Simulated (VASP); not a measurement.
# Al4Co (R-3c) in VASP: single point with r2SCAN

Aim: the single point of Al4Co with r2SCAN.

All numbers are computed with VASP 6.6.1; they aren't measurements. Logs are shortened: lines on timing, memory, paths and dates and some standing lists are left out, and cuts for length are marked.

## 1. The cell of the first run

The structure is trigonal, space group R-3c (No. 167). The conventional cell has a = 7.290 Å, b = 7.290 Å, c = 10.099 Å, α = 90.00°, β = 90.00°, γ = 120.00°. Al (site symmetry 32) has 2 Co at 2.52 Å and 9 Al at 2.80 to 2.82 Å within 3.3 Å. Al (site symmetry 2) has 2 Co at 2.42 Å and 11 Al at 2.80 to 3.43 Å within 3.5 Å. Co (site symmetry -3) has 8 Al at 2.42 to 2.52 Å within 3.2 Å.

## 2. Single point, r2SCAN

POSCAR

```
Al4Co
1.0
    3.6447518270      2.1042984484      3.3661813886
   -3.6447518270      2.1042984484      3.3661813886
    0.0000000000     -4.2085968969      3.3661813886
Al Co
8 2
Direct
    0.2500000000      0.2500000000      0.2500000000
    0.7500000000      0.7500000000      0.7500000000
    0.6339477868      0.8660522132      0.2500000000
    0.2500000000      0.6339477868      0.8660522132
    0.8660522132      0.2500000000      0.6339477868
    0.3660522132      0.1339477868      0.7500000000
    0.7500000000      0.3660522132      0.1339477868
    0.1339477868      0.7500000000      0.3660522132
    0.0000000000      0.0000000000      0.0000000000
    0.5000000000      0.5000000000      0.5000000000
```

INCAR.step1

```
  PREC = Accurate
  ENCUT = 520
  ISMEAR = 0
  SIGMA = 0.1
  LREAL = False
  LASPH = True
  NELM = 80
  NBANDS = 32
  GGA = PE
  ALGO = Normal
  EDIFF = 1E-4
  LWAVE = True
  LCHARG = False
```

INCAR.step2

```
  PREC = Accurate
  ENCUT = 520
  EDIFF = 1E-6
  ISMEAR = 0
  SIGMA = 0.1
  LREAL = False
  LASPH = True
  NELM = 80
  ALGO = Normal
  ISIF = 2
  LWAVE = False
  LCHARG = False
  METAGGA = R2SCAN
  LMIXTAU = True
  NBANDS = 32
  ISTART = 1
```

KPOINTS

```
regular mesh
0
Gamma
  6 6 6
```

Potentials or basis: VASP PAW PBE potentials, release 64 (Al, Co).

The run is started by

```sh
cat potpaw_PBE.64/Al/POTCAR potpaw_PBE.64/Co/POTCAR > POTCAR
cp INCAR.step1 INCAR
mpirun -np 1 vasp_std > vasp.out
cp INCAR.step2 INCAR
mpirun -np 1 vasp_std > vasp.out
```

OUTCAR:

```text
PREC = Accurate
   ENCUT = 520
   EDIFF = 1E-6
   ISMEAR = 0
   LREAL = False
   LASPH = True
   NELM = 80
   ISIF = 2
   METAGGA = R2SCAN
   ISTART = 1

 ion  position               nearest neighbor table
   1  0.250  0.250  0.250-   9 2.52  10 2.52   4 2.80   5 2.80   3 2.80   7 2.82   8 2.82   8 2.82
                             7 2.82   6 2.82   6 2.82
   2  0.750  0.750  0.750-   9 2.52  10 2.52   7 2.80   8 2.80   6 2.80   5 2.82   4 2.82   5 2.82
                             4 2.82   3 2.82   3 2.82
   3  0.634  0.866  0.250-   9 2.42  10 2.42   1 2.80   7 2.82   8 2.82   7 2.82   8 2.82   2 2.82
                             2 2.82   6 3.33   6 3.33
   4  0.250  0.634  0.866-  10 2.42   9 2.42   1 2.80   2 2.82   6 2.82   6 2.82   2 2.82   8 2.82
                             8 2.82   7 3.33   7 3.33
   5  0.866  0.250  0.634-   9 2.42  10 2.42   1 2.80   2 2.82   6 2.82   2 2.82   6 2.82   7 2.82
                             7 2.82   8 3.33   8 3.33
   6  0.366  0.134  0.750-   9 2.42  10 2.42   2 2.80   5 2.82   4 2.82   4 2.82   5 2.82   1 2.82
                             1 2.82   3 3.33   3 3.33
   7  0.750  0.366  0.134-  10 2.42   9 2.42   2 2.80   3 2.82   1 2.82   1 2.82   3 2.82   5 2.82
                             5 2.82   4 3.33   4 3.33
   8  0.134  0.750  0.366-   9 2.42  10 2.42   2 2.80   1 2.82   3 2.82   1 2.82   3 2.82   4 2.82
                             4 2.82   5 3.33   5 3.33
   9  0.000  0.000  0.000-   3 2.42   6 2.42   5 2.42   8 2.42   7 2.42   4 2.42   1 2.52   2 2.52

  10  0.500  0.500  0.500-   3 2.42   6 2.42   4 2.42   7 2.42   5 2.42   8 2.42   1 2.52   2 2.52

  LATTYP: Found a trigonal (rhomboedric) cell.
 ALAT       =     5.3891989183
 COS(alpha) =     0.0852182487

  Lattice vectors:

 A1 = (   3.6447518270,   2.1042984484,   3.3661813886)
 A2 = (  -3.6447518270,   2.1042984484,   3.3661813886)
 A3 = (   0.0000000000,  -4.2085968969,   3.3661813886)

Analysis of symmetry for initial positions (statically):
=====================================================================
 Subroutine PRICEL returns:
 Original cell was already a primitive cell.

 Routine SETGRP: Setting up the symmetry group for a
 trigonal (rhombohedral) supercell.

 Subroutine GETGRP returns: Found 12 space group operations
 (whereof  6 operations were pure point group operations)
 out of a pool of 12 trial point group operations.

The static configuration has the point symmetry S_6 .
 The point group associated with its full space group is D_3d.

Analysis of symmetry for dynamics (positions and initial velocities):
=====================================================================
 Subroutine PRICEL returns:
 Original cell was already a primitive cell.

 Routine SETGRP: Setting up the symmetry group for a
 trigonal (rhombohedral) supercell.

 Subroutine GETGRP returns: Found 12 space group operations
 (whereof  6 operations were pure point group operations)
 out of a pool of 12 trial point group operations.

The dynamic configuration has the point symmetry S_6 .
 The point group associated with its full space group is D_3d.

 Subroutine INISYM returns: Found 12 space group operations
 (whereof  6 operations are pure point group operations),
 and found     1 'primitive' translations

----------------------------------------------------------------------------------------

                                     Primitive cell

  volume of cell :     154.9045

  direct lattice vectors                    reciprocal lattice vectors
     3.644751827  2.104298448  3.366181389     0.137183552  0.079202960  0.099024175
    -3.644751827  2.104298448  3.366181389    -0.137183552  0.079202960  0.099024175
     0.000000000 -4.208596897  3.366181389     0.000000000 -0.158405921  0.099024175

  length of vectors
     5.389198918  5.389198918  5.389198918     0.186810661  0.186810661  0.186810661

  position of ions in fractional coordinates (direct lattice)
     0.250000000  0.250000000  0.250000000
     0.750000000  0.750000000  0.750000000
     0.633947787  0.866052213  0.250000000
     0.250000000  0.633947787  0.866052213
     0.866052213  0.250000000  0.633947787
     0.366052213  0.133947787  0.750000000
     0.750000000  0.366052213  0.133947787
     0.133947787  0.750000000  0.366052213
     0.000000000  0.000000000  0.000000000
     0.500000000  0.500000000  0.500000000

  ion indices of the primitive-cell ions
   primitive index   ion index
                 1           1
                 2           2
                 3           3
                 4           4
                 5           5
                 6           6
                 7           7
                 8           8
                 9           9
                10          10

----------------------------------------------------------------------------------------

 KPOINTS: regular mesh

Automatic generation of k-mesh.
 Grid dimensions read from file:
 generate k-points for:    6    6    6

 Generating k-lattice:

  Cartesian coordinates                     Fractional coordinates (reciprocal lattice)
     0.022863925  0.013200493  0.016504029     0.166666667 -0.000000000 -0.000000000
    -0.022863925  0.013200493  0.016504029    -0.000000000  0.166666667 -0.000000000
     0.000000000 -0.026400987  0.016504029     0.000000000  0.000000000  0.166666667

  Length of vectors
     0.031135110  0.031135110  0.031135110

  Shift w.r.t. Gamma in fractional coordinates (k-lattice)
     0.000000000  0.000000000  0.000000000

 Subroutine IBZKPT returns following result:
 ===========================================

 Found     32 irreducible k-points:

 Following reciprocal coordinates:
            Coordinates               Weight
  0.000000  0.000000  0.000000      1.000000
  0.166667  0.000000  0.000000      6.000000
  0.333333  0.000000  0.000000      6.000000
  0.500000 -0.000000  0.000000      3.000000
  0.166667  0.166667  0.000000      6.000000
  0.333333  0.166667 -0.000000     12.000000
[... 16 lines left out ...]
  0.500000  0.500000  0.166667      6.000000
 -0.333333  0.500000  0.166667     12.000000
 [... further k-points ...]
   k-points           NKPTS =     32   k-points in BZ     NKDIM =     32   number of bands    NBANDS=     32
   number of dos      NEDOS =    301   number of ions     NIONS =     10
   total plane-waves  NPLWV =  64000
   dimension x,y,z NGX =    40 NGY =   40 NGZ =   40
   dimension x,y,z NGXF=    80 NGYF=   80 NGZF=   80
   ions per type =               8   2
   NGX,Y,Z   is equivalent  to a cutoff of  12.34, 12.34, 12.34 a.u.
   NGXF,Y,Z  is equivalent  to a cutoff of  24.68, 24.68, 24.68 a.u.
 SYSTEM =  unknown system
   PREC   = accura    normal or accurate (medium, high low for compatibility)
   ISTART =      1    job   : 0-new  1-cont  2-samecut
   ICHARG =      0    charge: 1-file 2-atom 10-const
   ISPIN  =      1    spin polarized calculation?
   LNONCOLLINEAR =      F non collinear calculations
   LSORBIT =      F    spin-orbit coupling
   LASPH  =      T    aspherical Exc in radial PAW
   ENCUT  =  520.0 eV  38.22 Ry    6.18 a.u.  10.02 10.02 10.02*2*pi/ulx,y,z
   NELM   =     80;   NELMIN=  2; NELMDL=  0     # of ELM steps
   EDIFF  = 0.1E-05   stopping-criterion for ELM
   LREAL  =      F    real-space projection
   EDIFFG = 0.1E-04   stopping-criterion for IOM
   NSW    =      0    number of steps for IOM
   IBRION =     -1    ionic relax: 0-MD 1-quasi-New 2-CG
   NFREE  =      0    steps in history (QN), initial steepest desc. (CG)
   ISIF   =      2    stress and relaxation
   ISYM   =      2    0-nonsym 1-usesym 2-fastsym
   POTIM  = 0.5000    time-step for ionic-motion
   TEBEG  =    0.0;   TEEND  =   0.0 temperature during run
   PSTRESS=    0.0 pullay stress
   NELECT =      42.0000    total number of electrons
   NUPDOWN=      -1.0000    fix difference up-down
   EMIN   =  10.00;   EMAX   =-10.00  energy-range for DOS
   EFERMI =   0.00;   METHOD = LEGACY
   ISMEAR =     0;   SIGMA  =   0.10  broadening in eV -4-tet -1-fermi 0-gaus
   EFERMI_NEDOS =   21; number of points for ismear=-14 and -15
   IALGO  =     38    algorithm
   IMIX   =      4    mixing-type and parameters
     AMIX     =   0.40;   BMIX     =  1.00
     AMIX_MAG =   1.60;   BMIX_MAG =  1.00
  volume/ion in A,a.u.               =      15.49       104.53
  Fermi-wavevector in a.u.,A,eV,Ry     =   1.059587  2.002329 15.275592  1.122724
  Thomas-Fermi vector in A             =   2.194938
   LORBIT       =      0    0 simple, 1 ext, 2 COOP (PROOUT), +10 PAW based schemes
   METAGGA = R2SCAN    functional components
   LHFCALC =     F    Hartree Fock is set to
   AEXX    =    0.0000 exact exchange contribution
   IVDW    =     0    specifies the selected vdW correction
   LEPSILON=     F    determine dielectric tensor
   LRPA    =     F    only Hartree local field effects (RPA)
 non-spin polarized calculation
 Gauss-broadening in eV      SIGMA  =   0.10
  energy-cutoff  :      520.00
  volume of cell :      154.90
 maximum number of plane-waves:      4200
   NGX = 21   NGY = 21   NGZ = 21

 number of electron      41.9999982 magnetization

 Free energy of the ion-electron system (eV)
  ---------------------------------------------------
  ext. energy  EPLUGINS =         0.00000000
  ---------------------------------------------------
  free energy    TOTEN  =       -81.41015205 eV

  energy without entropy =      -81.38493882  energy(sigma->0) =      -81.39754543

 E-fermi :   7.9482     XC(G=0): -11.3206

 val. band max:        7.9457932923   @ k =  -0.3333   0.3333   0.3333
 cond. band min:       7.9566037220   @ k =   0.5000   0.3333   0.3333
 fundamental gap:      0.0108104296
 Fermi energy:         7.9482047691

 k-point     1 :       0.0000    0.0000    0.0000
  band No.  band energies     occupation
      1      -3.2413      2.00000
      2       1.8235      2.00000
      3       1.9381      2.00000
      4       1.9381      2.00000
      5       2.0812      2.00000
      6       2.0812      2.00000
[... 24 lines left out ...]
     31      11.2982      0.00000
     32      13.3628      0.00000

 k-point     2 :       0.1667    0.0000    0.0000
  band No.  band energies     occupation
      1      -3.0874      2.00000
      2       0.4904      2.00000
      3       2.0019      2.00000
      4       2.0100      2.00000
      5       2.2758      2.00000
      6       2.5109      2.00000
[... 24 lines left out ...]
     31      12.0988      0.00000
     32      12.4081      0.00000

 k-point     3 :       0.3333    0.0000    0.0000
  band No.  band energies     occupation
      1      -2.6276      2.00000
      2      -0.8206      2.00000
      3       2.2817      2.00000
      4       2.3056      2.00000
      5       2.7575      2.00000
      6       3.0581      2.00000
[... 24 lines left out ...]
     31      11.4743      0.00000
     32      12.3677      0.00000

 k-point     4 :       0.5000   -0.0000    0.0000
  band No.  band energies     occupation
      1      -1.8681      2.00000
      2      -1.8681      2.00000
      3       2.7643      2.00000
      4       2.7643      2.00000
      5       2.8827      2.00000
      6       2.8827      2.00000
[... 654 lines left out ...]
     31      13.0363      0.00000
     32      13.3531      0.00000

 k-point    23 :       0.5000    0.5000    0.1667
  band No.  band energies     occupation
      1      -0.7390      2.00000
      2      -0.4354      2.00000
      3      -0.2099      2.00000
      4      -0.1380      2.00000
      5       2.1413      2.00000
      6       2.9454      2.00000
[... 24 lines left out ...]
     31      12.2732      0.00000
     32      12.5173      0.00000

 k-point    24 :      -0.3333    0.5000    0.1667
  band No.  band energies     occupation
      1      -1.1434      2.00000
      2      -1.0026      2.00000
      3       0.2067      2.00000
      4       0.8676      2.00000
      5       1.6608      2.00000
      6       2.5150      2.00000
[... 24 lines left out ...]
     31      12.8542      0.00000
     32      12.9709      0.00000

 [... further k-points ...]
[... 5 lines left out ...]
  --------------------------------------------------------------------------------------
  -------------------------------------------------------------------------------------
  Total       -3.1329330     -3.1329330     -2.8902465      0.0000000      0.0000000      0.0000000
  in kB      -32.4039260    -32.4039260    -29.8938195      0.0000000      0.0000000      0.0000000
  external PRESSURE =     -31.5672238 kB  Pullay stress =       0.0000000 kB

 VOLUME and BASIS-vectors are now :
 -----------------------------------------------------------------------------
  energy-cutoff  :      520.00
  volume of cell :      154.90
      direct lattice vectors                 reciprocal lattice vectors
     3.644751827  2.104298448  3.366181389     0.137183552  0.079202960  0.099024175
    -3.644751827  2.104298448  3.366181389    -0.137183552  0.079202960  0.099024175
     0.000000000 -4.208596897  3.366181389     0.000000000 -0.158405921  0.099024175

 POSITION                                       TOTAL-FORCE (eV/Angst)
 -----------------------------------------------------------------------------------
      0.00000     -0.00000      2.52464        -0.000000     -0.000000     -0.000000
      0.00000     -0.00000      7.57391        -0.000000      0.000000     -0.000000
     -0.84596      2.10430      5.89082         0.047584      0.000000      0.000000
     -1.39939     -1.78477      5.89082        -0.023792      0.041209     -0.000000
      2.24536     -0.31952      5.89082        -0.023792     -0.041209     -0.000000
      0.84596     -2.10430      4.20773        -0.047584     -0.000000     -0.000000
      1.39939      1.78477      4.20773         0.023792     -0.041209     -0.000000
     -2.24536      0.31952      4.20773         0.023792      0.041209     -0.000000
      0.00000      0.00000      0.00000        -0.000000      0.000000     -0.000000
      0.00000     -0.00000      5.04927        -0.000000     -0.000000     -0.000000
 -----------------------------------------------------------------------------------
    total drift:                                0.000000      0.000000     -0.000000

  FREE ENERGIE OF THE ION-ELECTRON SYSTEM (eV)
  ---------------------------------------------------
  free  energy   TOTEN  =       -81.4101520483 eV

  energy  without entropy=      -81.3849388165  energy(sigma->0) =      -81.39754543
```

It took 6.5 min on 1 thread of AMD EPYC 9R45 (Zen 5), shared host; peak memory 0.3 GiB.

Results:

```yaml
Free_energy: -81.4102 eV
Pressure: -3.2 GPa
Largest_force: 0.048 eV/Å
Band_gap_on_the_k_mesh: zero (bands 21 and 22 overlap by 2.43 eV)
```

Forces on the atoms (eV/Å):
```
Al   0.000  0.000  0.000
Al   0.000  0.000  0.000
Al   0.048  0.000  0.000
Al  -0.024  0.041  0.000
Al  -0.024 -0.041  0.000
Al  -0.048  0.000  0.000
Al   0.024 -0.041  0.000
Al   0.024  0.041  0.000
Co   0.000  0.000  0.000
Co   0.000  0.000  0.000
```

Stress tensor (GPa, compression positive):
```
-3.24  0.00  0.00
 0.00 -3.24  0.00
 0.00  0.00 -2.99
```

Levels at points of the mesh, in eV from the Fermi level:
```
           k point  band 17  band 18  band 19  band 20  band 21  band 22  band 23  band 24  band 25  band 26
(0.00, 0.00, 0.00)    -1.75    -1.75    -0.63    -0.63    -0.35    -0.35     0.60     1.07     1.07     1.35
(0.50, 0.00, 0.00)    -1.50    -1.50    -0.72    -0.72    -0.06    -0.06     1.30     1.30     1.98     1.98
(0.50, 0.50, 0.00)    -1.77    -1.71    -0.49    -0.41    -0.09     0.44     0.67     1.63     2.40     2.42
(0.50, 0.50, 0.50)    -1.63    -1.63     1.84     1.84     1.84     1.84     2.30     2.30     3.20     3.20
```

Caveat: the cell stands under tension; the PAW data sets were made with another functional, which shifts forces and pressure a little; the run has no spin polarisation, though such a crystal can be magnetic.
